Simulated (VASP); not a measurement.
# Nb (Im-3m) in VASP: a series of runs, part 2 of 2

VASP 6.6.1.

## Step 4: Relaxation of cell and atoms, PBEsol

File INCAR:

```
SYSTEM = Nb
PREC = Accurate ; ENCUT = 600
EDIFF = 1E-7 ; ISMEAR = -1
SIGMA = 0.05 ; LREAL = .FALSE.
LASPH = .TRUE. ; NELM = 80
ALGO = Normal ; ISIF = 3
LWAVE = .FALSE. ; LCHARG = .FALSE.
GGA = PS ; IBRION = 2
NSW = 80 ; EDIFFG = -0.03
```

File KPOINTS:

```
regular mesh
0
G
  7 7 7
  0 0 0
```

File POSCAR:

```
Nb
1.0
    3.2749893197      0.0000000000      0.0000000000
    0.0000000000      3.2749893197      0.0000000000
    0.0000000000      0.0000000000      3.2749893197
Nb
2
Direct
    0.0000000000      0.0000000000      0.0000000000
    0.5000000000      0.5000000000      0.5000000000
```

Potentials or basis: VASP PAW PBE potentials, release 64 (Nb_sv).

Command:

```bash
> cat potpaw_PBE.64/Nb_sv/POTCAR > POTCAR
> mpirun -np 1 vasp_std > vasp.out
```

OUTCAR:

```text
SYSTEM = Nb
   PREC = Accurate
   ENCUT = 600
   EDIFF = 1E-7
   ISMEAR = -1
   LREAL = .FALSE.
   LASPH = .TRUE.
   NELM = 80
   ISIF = 3
   GGA = PS
   IBRION = 2
   NSW = 80
   EDIFFG = -0.03

 ion  position               nearest neighbor table
   1  0.000  0.000  0.000-   2 2.84   2 2.84   2 2.84   2 2.84   2 2.84   2 2.84   2 2.84   2 2.84

   2  0.500  0.500  0.500-   1 2.84   1 2.84   1 2.84   1 2.84   1 2.84   1 2.84   1 2.84   1 2.84

  LATTYP: Found a simple cubic cell.
 ALAT       =     3.2749893197

  Lattice vectors:

 A1 = (   3.2749893197,   0.0000000000,   0.0000000000)
 A2 = (   0.0000000000,   3.2749893197,   0.0000000000)
 A3 = (   0.0000000000,   0.0000000000,   3.2749893197)

Analysis of symmetry for initial positions (statically):
=====================================================================
 Subroutine PRICEL returns following result:

  LATTYP: Found a body centered cubic cell.
 ALAT       =     3.2749893197

  Lattice vectors:

 A1 = (   1.6374946598,   1.6374946598,  -1.6374946598)
 A2 = (  -1.6374946598,   1.6374946598,   1.6374946598)
 A3 = (   1.6374946598,  -1.6374946598,   1.6374946598)

   2 primitive cells build up your supercell.

 Routine SETGRP: Setting up the symmetry group for a
 simple cubic supercell.

 Subroutine GETGRP returns: Found 48 space group operations
 (whereof 48 operations were pure point group operations)
 out of a pool of 48 trial point group operations.

The static configuration has the point symmetry O_h .

Analysis of symmetry for dynamics (positions and initial velocities):
=====================================================================
 Subroutine PRICEL returns following result:

  LATTYP: Found a body centered cubic cell.
 ALAT       =     3.2749893197

  Lattice vectors:

 A1 = (   1.6374946598,   1.6374946598,  -1.6374946598)
 A2 = (  -1.6374946598,   1.6374946598,   1.6374946598)
 A3 = (   1.6374946598,  -1.6374946598,   1.6374946598)

   2 primitive cells build up your supercell.

 Routine SETGRP: Setting up the symmetry group for a
 simple cubic supercell.

 Subroutine GETGRP returns: Found 48 space group operations
 (whereof 48 operations were pure point group operations)
 out of a pool of 48 trial point group operations.

The dynamic configuration has the point symmetry O_h .

 Subroutine INISYM returns: Found 48 space group operations
 (whereof 48 operations are pure point group operations),
 and found     2 'primitive' translations

----------------------------------------------------------------------------------------

                                     Primitive cell

  volume of cell :      17.5630

  direct lattice vectors                    reciprocal lattice vectors
     1.637494660  1.637494660 -1.637494660     0.305344507  0.305344507  0.000000000
    -1.637494660  1.637494660  1.637494660     0.000000000  0.305344507  0.305344507
     1.637494660 -1.637494660  1.637494660     0.305344507  0.000000000  0.305344507

  length of vectors
     2.836223948  2.836223948  2.836223948     0.431822343  0.431822343  0.431822343

[... 23 lines left out ...]
     0.043620644  0.043620644  0.043620644

  Shift w.r.t. Gamma in fractional coordinates (k-lattice)
     0.000000000  0.000000000  0.000000000

 Subroutine IBZKPT returns following result:
 ===========================================

 Found     20 irreducible k-points:

 Following reciprocal coordinates:
            Coordinates               Weight
  0.000000  0.000000  0.000000      1.000000
  0.142857  0.000000  0.000000      6.000000
  0.285714  0.000000  0.000000      6.000000
  0.428571  0.000000  0.000000      6.000000
  0.142857  0.142857  0.000000     12.000000
  0.285714  0.142857  0.000000     24.000000
[... 12 lines left out ...]
  0.428571  0.428571  0.285714     24.000000
  0.428571  0.428571  0.428571      8.000000
   k-points           NKPTS =     20   k-points in BZ     NKDIM =     20   number of bands    NBANDS=     17
   number of dos      NEDOS =    301   number of ions     NIONS =      2
   total plane-waves  NPLWV =  21952
   dimension x,y,z NGX =    28 NGY =   28 NGZ =   28
   dimension x,y,z NGXF=    56 NGYF=   56 NGZF=   56
   ions per type =               2
   NGX,Y,Z   is equivalent  to a cutoff of  14.21, 14.21, 14.21 a.u.
   NGXF,Y,Z  is equivalent  to a cutoff of  28.43, 28.43, 28.43 a.u.
 SYSTEM =  Nb
   PREC   = accura    normal or accurate (medium, high low for compatibility)
   ISTART =      0    job   : 0-new  1-cont  2-samecut
   ICHARG =      2    charge: 1-file 2-atom 10-const
   ISPIN  =      1    spin polarized calculation?
   LNONCOLLINEAR =      F non collinear calculations
   LSORBIT =      F    spin-orbit coupling
   LASPH  =      T    aspherical Exc in radial PAW
   ENCUT  =  600.0 eV  44.10 Ry    6.64 a.u.   6.54  6.54  6.54*2*pi/ulx,y,z
   NELM   =     80;   NELMIN=  2; NELMDL= -5     # of ELM steps
   EDIFF  = 0.1E-06   stopping-criterion for ELM
   LREAL  =      F    real-space projection
   EDIFFG = -.3E-01   stopping-criterion for IOM
   NSW    =     80    number of steps for IOM
   IBRION =      2    ionic relax: 0-MD 1-quasi-New 2-CG
   NFREE  =      1    steps in history (QN), initial steepest desc. (CG)
   ISIF   =      3    stress and relaxation
   ISYM   =      2    0-nonsym 1-usesym 2-fastsym
   POTIM  = 0.5000    time-step for ionic-motion
   TEBEG  =    0.0;   TEEND  =   0.0 temperature during run
   PSTRESS=    0.0 pullay stress
   NELECT =      26.0000    total number of electrons
   NUPDOWN=      -1.0000    fix difference up-down
   EMIN   =  10.00;   EMAX   =-10.00  energy-range for DOS
   EFERMI =   0.00;   METHOD = LEGACY
   ISMEAR =    -1;   SIGMA  =   0.05  broadening in eV -4-tet -1-fermi 0-gaus
   EFERMI_NEDOS =   21; number of points for ismear=-14 and -15
   IALGO  =     38    algorithm
   IMIX   =      4    mixing-type and parameters
     AMIX     =   0.40;   BMIX     =  1.00
     AMIX_MAG =   1.60;   BMIX_MAG =  1.00
  volume/ion in A,a.u.               =      17.56       118.52
  Fermi-wavevector in a.u.,A,eV,Ry     =   1.480890  2.798476 29.838045  2.193034
  Thomas-Fermi vector in A             =   2.594868
   LORBIT       =      0    0 simple, 1 ext, 2 COOP (PROOUT), +10 PAW based schemes
   GGA     = PS    functional components
   LHFCALC =     F    Hartree Fock is set to
   AEXX    =    0.0000 exact exchange contribution
   IVDW    =     0    specifies the selected vdW correction
   LEPSILON=     F    determine dielectric tensor
   LRPA    =     F    only Hartree local field effects (RPA)
 conjugate gradient relaxation of ions
 non-spin polarized calculation
  energy-cutoff  :      600.00
  volume of cell :       35.13
 maximum number of plane-waves:      1189
 NGX is ok and might be reduce to    28
   NGX = 13   NGY = 13   NGZ = 13

 number of electron      26.0000001 magnetization

 Free energy of the ion-electron system (eV)
  ---------------------------------------------------
  ext. energy  EPLUGINS =         0.00000000
  ---------------------------------------------------
  free energy    TOTEN  =       -21.88817916 eV

  energy without entropy =      -21.85548131  energy(sigma->0) =      -21.87183024

 E-fermi :  11.3798     XC(G=0): -12.7623

 val. band max:       11.3526965285   @ k =   0.4286   0.4286   0.2857
 cond. band min:      11.4037074632   @ k =   0.2857   0.2857   0.0000
 fundamental gap:      0.0510109346
 Fermi energy:        11.3798126005

 k-point     1 :       0.0000    0.0000    0.0000
  band No.  band energies     occupation
      1     -42.8506      2.00000
      2     -42.3861      2.00000
      3     -19.1170      2.00000
      4     -19.1170      2.00000
      5     -19.1170      2.00000
      6     -18.1088      2.00000
[... 377 lines left out ...]
      4     -19.0110      2.00000
      5     -19.0110      2.00000
      6     -18.6895      2.00000
[... 9 lines left out ...]
     16      15.5552      0.00000
     17      15.5580      0.00000

------------------------ aborting loop because EDIFF is reached ----------------------------------------

  FORCE on cell =-STRESS in cart. coord.  units (eV):
  Direction    XX          YY          ZZ          XY          YZ          ZX
  --------------------------------------------------------------------------------------
  -------------------------------------------------------------------------------------
  Total       -0.0527306     -0.0527306     -0.0527306      0.0000000      0.0000000      0.0000000
  in kB       -2.4051578     -2.4051578     -2.4051578      0.0000000      0.0000000      0.0000000
  external PRESSURE =      -2.4051578 kB  Pullay stress =       0.0000000 kB

 VOLUME and BASIS-vectors are now :
 -----------------------------------------------------------------------------
  energy-cutoff  :      600.00
  volume of cell :       35.13
      direct lattice vectors                 reciprocal lattice vectors
     3.274989320  0.000000000  0.000000000     0.305344507  0.000000000  0.000000000
     0.000000000  3.274989320  0.000000000     0.000000000  0.305344507  0.000000000
     0.000000000  0.000000000  3.274989320     0.000000000  0.000000000  0.305344507

 POSITION                                       TOTAL-FORCE (eV/Angst)
 -----------------------------------------------------------------------------------
      0.00000      0.00000      0.00000         0.000000      0.000000      0.000000
      1.63749      1.63749      1.63749        -0.000000     -0.000000     -0.000000
 -----------------------------------------------------------------------------------
    total drift:                                0.000000      0.000000      0.000000

  FREE ENERGIE OF THE ION-ELECTRON SYSTEM (eV)
  ---------------------------------------------------
  free  energy   TOTEN  =       -21.8881791639 eV

  energy  without entropy=      -21.8554813084  energy(sigma->0) =      -21.87183024

 reached required accuracy - stopping structural energy minimisation
```

CONTCAR:

```text
Nb
   1.00000000000000
     3.2749893197000000    0.0000000000000000    0.0000000000000000
     0.0000000000000000    3.2749893197000000    0.0000000000000000
     0.0000000000000000    0.0000000000000000    3.2749893197000000
  Nb
     2
Direct
     0.0000000000000000    0.0000000000000000    0.0000000000000000
     0.5000000000000000    0.5000000000000000    0.5000000000000000

  0.00000000E+00  0.00000000E+00  0.00000000E+00
  0.00000000E+00  0.00000000E+00  0.00000000E+00
```

It took 14 s on 1 thread of Intel Xeon Platinum 8488C (Sapphire Rapids), shared host; peak memory 0.15 GiB.

Results:

```yaml
Free_energy: -21.8882 eV
Pressure_after_relaxing: -0.2 GPa
Band_gap_on_the_k_mesh: zero (band 13 reaches 12.83 eV, above the bottom of band 14 at 10.15 eV)
```

Final structure:
```
CELL_PARAMETERS angstrom
3.27499 0.00000 0.00000
0.00000 3.27499 0.00000
0.00000 0.00000 3.27499
ATOMIC_POSITIONS crystal
Nb 0.00000 0.00000 0.00000
Nb 0.50000 0.50000 0.50000
```

Levels at points of the mesh, in eV from the Fermi level:
```
           k point  band 9  band 10  band 11  band 12  band 13  band 14  band 15  band 16  band 17
(0.00, 0.00, 0.00)   -6.00    -3.87    -3.87     0.37     0.37     0.37     3.37     3.37     5.82
```

Caveat: the relaxation stopped at its first step, so nothing moved; the PAW data sets were made with another functional, which shifts forces and pressure a little.

## Step 5: Relaxation of cell and atoms, PBEsol

This run uses another cell than the first one, of 18.46 Å³/atom, 1.051 times its volume.

File INCAR:

```
SYSTEM = Nb
PREC = Accurate
ENCUT = 600
EDIFF = 1E-6
ISMEAR = -1
SIGMA = 0.05
LREAL = .FALSE.
LASPH = .TRUE.
NELM = 100
ALGO = Normal
ISIF = 3
LWAVE = .FALSE.
LCHARG = .FALSE.
GGA = PS
IBRION = 2
NSW = 80
EDIFFG = -0.03
```

KPOINTS is that of step 4.

File POSCAR:

```
Nb
1.0
    3.3300000000      0.0000000000      0.0000000000
    0.0000000000      3.3300000000      0.0000000000
    0.0000000000      0.0000000000      3.3300000000
Nb
2
Direct
    0.0000000000      0.0000000000      0.0000000000
    0.5000000000      0.5000000000      0.5000000000
```

Command:

```bash
> cat potpaw_PBE.64/Nb_sv/POTCAR > POTCAR
> mpirun -np 1 vasp_std > vasp.out
```

It took 42 s on 1 thread of Intel Xeon Platinum 8488C (Sapphire Rapids), shared host; peak memory 0.16 GiB.

Results (log left out):

- Free energy: -21.8892 eV
- Relaxed volume: 17.54 Å³/atom
- Relaxed cell: a = 3.274 Å, b = 3.274 Å, c = 3.274 Å, α = 90.00°, β = 90.00°, γ = 90.00°
- Space group after relaxing (to 0.05 Å): Im-3m (No. 229)
- Energy gained by relaxing: 25.0 meV/atom
- Ionic steps: 4
- Pressure after relaxing: 0.0 GPa
- Band gap on the k mesh: zero (band 13 reaches 12.86 eV, above the bottom of band 14 at 10.16 eV)

Step by step:
```
step  energy change (eV)  largest force (eV/Å)  pressure (GPa)  volume (Å³)
   1              0.0000                0.0000           -8.39        36.93
   2              0.1225                0.0000           19.22        32.00
   3             -0.0499                0.0000           -0.29        35.13
   4             -0.0499                0.0000           -0.01        35.08
```

Final structure:
```yaml
crystal:
  lattice:
    - [3.27356, 0.00000, 0.00000]
    - [0.00000, 3.27356, 0.00000]
    - [0.00000, 0.00000, 3.27356]
  atoms:
    - { symbol: Nb, position: [0.00000, 0.00000, 0.00000] }
    - { symbol: Nb, position: [0.50000, 0.50000, 0.50000] }
```

Levels at points of the mesh, in eV from the Fermi level:
| k point | band 9 | band 10 | band 11 | band 12 | band 13 | band 14 | band 15 | band 16 | band 17 |
| --- | --- | --- | --- | --- | --- | --- | --- | --- | --- |
| (0.00, 0.00, 0.00) | -6.00 | -3.88 | -3.88 | 0.37 | 0.37 | 0.37 | 3.37 | 3.37 | 5.83 |

Caveat: the PAW data sets were made with another functional, which shifts forces and pressure a little.

## Step 6: Summary

| task | cell | cutoff (eV) | gap on the mesh (eV) | pressure (GPa) |
| --- | --- | --- | --- | --- |
| single point | a = 3.275 Å, 2 atoms | 520 | none | -0.3 |
| relaxation of cell and atoms | relaxed from a = 3.275 Å, 2 atoms | 600 | none | -0.2 |
| relaxation of cell and atoms | relaxed from a = 3.330 Å, 2 atoms | 600 | none | 0.0 |

Alike in all rows: level PBEsol; potentials or basis VASP PAW PBE potentials, release 64 (Nb_sv); no spin polarisation; k mesh 7 × 7 × 7; smearing fermi-dirac 0.05 eV.

Caveats: the PAW data sets were made with another functional, which shifts forces and pressure a little; the relaxation stopped at its first step, so nothing moved (some runs).

Absolute energies hang on the potentials; compare differences alone.
